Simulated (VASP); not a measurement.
Input of a VASP 6.6.1 run:

File POSCAR:

```
Ir
1.0
    0.0000000000      1.9228496764      1.9228496764
    1.9228496764      0.0000000000      1.9228496764
    1.9228496764      1.9228496764      0.0000000000
Ir
1
Direct
    0.0000000000      0.0000000000      0.0000000000
```

INCAR.step1

```
SYSTEM = Ir
PREC     = Accurate       ! precision mode
ENCUT    = 520            ! plane-wave cutoff, eV
ISMEAR   = -1             ! smearing method
SIGMA    = 0.1            ! smearing width, eV
LREAL    = .False.        ! projectors in reciprocal space
LASPH    = .True.         ! aspherical terms in the spheres
NELM     = 150            ! most SCF steps
LNONCOLLINEAR= .True.         ! non-collinear magnetism
MAGMOM   = 0 0 0          ! initial moments
LSORBIT  = .True.         ! spin-orbit coupling
GGA_COMPAT= .False.      
LMAXMIX  = 4              ! l up to which the mixer works
NBANDS   = 20             ! bands
GGA      = PE             ! functional
ALGO     = Normal         ! electronic algorithm
EDIFF    = 1E-4           ! SCF threshold, eV
LWAVE    = .True.         ! write WAVECAR
LCHARG   = .False.        ! write CHGCAR
```

INCAR.step2

```
SYSTEM = Ir
PREC     = Accurate       ! precision mode
ENCUT    = 520            ! plane-wave cutoff, eV
EDIFF    = 1E-6           ! SCF threshold, eV
ISMEAR   = -1             ! smearing method
SIGMA    = 0.1            ! smearing width, eV
LREAL    = .False.        ! projectors in reciprocal space
LASPH    = .True.         ! aspherical terms in the spheres
NELM     = 150            ! most SCF steps
ALGO     = Normal         ! electronic algorithm
ISIF     = 2              ! what is computed and relaxed
LWAVE    = .False.        ! write WAVECAR
LCHARG   = .True.         ! write CHGCAR
LNONCOLLINEAR= .True.         ! non-collinear magnetism
MAGMOM   = 0 0 0          ! initial moments
LORBIT   = 11             ! projections on sites
LSORBIT  = .True.         ! spin-orbit coupling
GGA_COMPAT= .False.      
LORBMOM  = .True.       
LMAXMIX  = 4              ! l up to which the mixer works
METAGGA  = R2SCAN         ! meta-GGA
LMIXTAU  = .True.       
LVHAR    = .True.       
NBANDS   = 20             ! bands
ISTART   = 1
```

KPOINTS

```
Automatic mesh
0
Gamma
  14 14 14
  0 0 0
```

Potentials or basis: VASP PAW PBE potentials, release 64 (Ir).

Launch:

```console
$ cat potpaw_PBE.64/Ir/POTCAR > POTCAR
$ cp INCAR.step1 INCAR
$ mpirun -np 1 vasp_ncl > vasp.out
$ cp INCAR.step2 INCAR
$ mpirun -np 1 vasp_ncl > vasp.out
```

Question: Predict the pressure.

Answer: 3.5 GPa.

Question: What does it give for the net moment?

Answer: 0.00 μB per cell.

Moments on the atoms (μB; x, y, z):
```
Ir  0.00 0.00 0.00
```

Caveat: the PAW data sets were made with another functional, which shifts forces and pressure a little.
